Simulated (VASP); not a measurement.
Write the native input for VASP 6.6.1 that does the following.

| Quantity | Value |
| --- | --- |
| Task | single point |
| Functional | PBE |
| Dispersion | D3(BJ) |
| Potentials or basis | VASP PAW PBE potentials, release 64 (Mo_sv) |
| Cutoff | 520 eV |
| k mesh | 12 × 12 × 12 |
| Occupations | fermi-dirac, width 0.05 eV |
| Spin | no spin polarisation |
| Dipole correction | no |
| Further INCAR settings | ALGO = Normal; EDIFF = 1e-07; NBANDS = 13 |

The structure of Mo lies in POSCAR:

```
Mo
1.0
   -1.5650361709      1.5650361709      1.5650361709
    1.5650361709     -1.5650361709      1.5650361709
    1.5650361709      1.5650361709     -1.5650361709
Mo
1
Direct
    0.0000000000      0.0000000000      0.0000000000
```

The input as run:

INCAR

```
SYSTEM = Mo
  PREC = Accurate
  ENCUT = 520
  EDIFF = 1E-7
  ISMEAR = -1
  SIGMA = 0.05
  LREAL = .FALSE.
  LASPH = .TRUE.
  NELM = 60
  ALGO = Normal
  ISIF = 2
  LWAVE = .FALSE.
  LCHARG = .FALSE.
  GGA = PE
  IVDW = 12
  NBANDS = 13
```

KPOINTS

```
Automatic mesh
0
G
  12 12 12
  0 0 0
```

Potentials or basis: VASP PAW PBE potentials, release 64 (Mo_sv).

Run with:

```console
$ cat potpaw_PBE.64/Mo_sv/POTCAR > POTCAR
$ mpirun -np 1 vasp_std > vasp.out
```

It gave:

```
Pressure                   : 0.6 GPa
Band gap on the k mesh     : zero (band 7 reaches 17.00 eV, above the bottom of band 8 at 11.51 eV)
Dispersion energy per atom : -0.728 eV
```

Caveat: pairwise dispersion overbinds metals, which lowers pressure and volume.

Wall time 7.2 s on 1 thread of Intel(R) Xeon(R) Platinum 8488C (Sapphire Rapids) (shared host), peak memory 0.14 GiB.
